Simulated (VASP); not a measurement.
## V: relaxation of cell and atoms with PBE

The system is V.

```
V
1.0
     0.00000    1.94424    1.94424
     1.94424    0.00000    1.94424
     1.94424    1.94424    0.00000
V
1
Cartesian
  0.0000 0.0000 0.0000
```

This isn't the form of V at room conditions, which is bcc.

```json
{"Program": "VASP 6.6.1", "Task": "relaxation of cell and atoms", "Functional": "PBE", "Potentials or basis": "VASP PAW PBE potentials, release 64 (V_sv)", "Cutoff": "600 eV", "k mesh": "15 × 15 × 15", "Occupations": "methfessel-paxton, width 0.05 eV", "Spin": "collinear spin, ferromagnetic start", "Starting moments": "[1.5] μB", "Dipole correction": "no", "Further INCAR settings": "ALGO = Normal; EDIFF = 1e-06; IBRION = 2; EDIFFG = -0.005; NSW = 100; ISIF = 3"}
```

The relaxed volume is 13.91 Å³/atom. The relaxed cell is a = 2.699 Å, b = 2.699 Å, c = 2.699 Å, α = 60.00°, β = 60.00°, γ = 60.00°. The space group after relaxing (to 0.1 Å) is Fm-3m (No. 225), the energy gained by relaxing is 23.0 meV/atom and the ionic steps are 5. The pressure after relaxing is 0.0 GPa. The net moment is 0.00 μB per cell and the valence electrons inside the program's atomic spheres are V 11.59.

Step by step:
| step | energy change (eV) | largest force (eV/Å) | pressure (GPa) | volume (Å³) |
| --- | --- | --- | --- | --- |
| 1 | 0.0000 | 0.0000 | -8.88 | 14.70 |
| 2 | 0.0103 | 0.0000 | 12.95 | 13.03 |
| 3 | -0.0230 | 0.0000 | -0.17 | 13.91 |
| 4 | -0.0230 | 0.0000 | 0.07 | 13.90 |
| 5 | -0.0230 | 0.0000 | -0.04 | 13.91 |

Final structure:
```yaml
crystal:
  lattice:
    - [0.00000, 1.90878, 1.90878]
    - [1.90878, 0.00000, 1.90878]
    - [1.90878, 1.90878, 0.00000]
  atoms:
    - { symbol: V, position: [0.00000, 0.00000, 0.00000] }
```

Levels at points of the mesh, in eV from the Fermi level:
Spin up:
```tsv
k point	band 4	band 5	band 6	band 7	band 8	band 9
(0.00, 0.00, 0.00)	-37.42	-6.81	0.18	0.18	0.18	1.92
```
Spin down:
```
           k point  band 2  band 3  band 4  band 5  band 6  band 7  band 8  band 9  band 10  band 11
(0.00, 0.00, 0.00)  -37.42  -37.42  -37.42   -6.81    0.18    0.18    0.18    1.92     1.92    17.64
```

Run time: 64 s on 1 thread of Intel(R) Xeon(R) Platinum 8488C (Sapphire Rapids) (shared host), peak memory 0.19 GiB.

Caveat: the moments typed at the start vanished in this run.
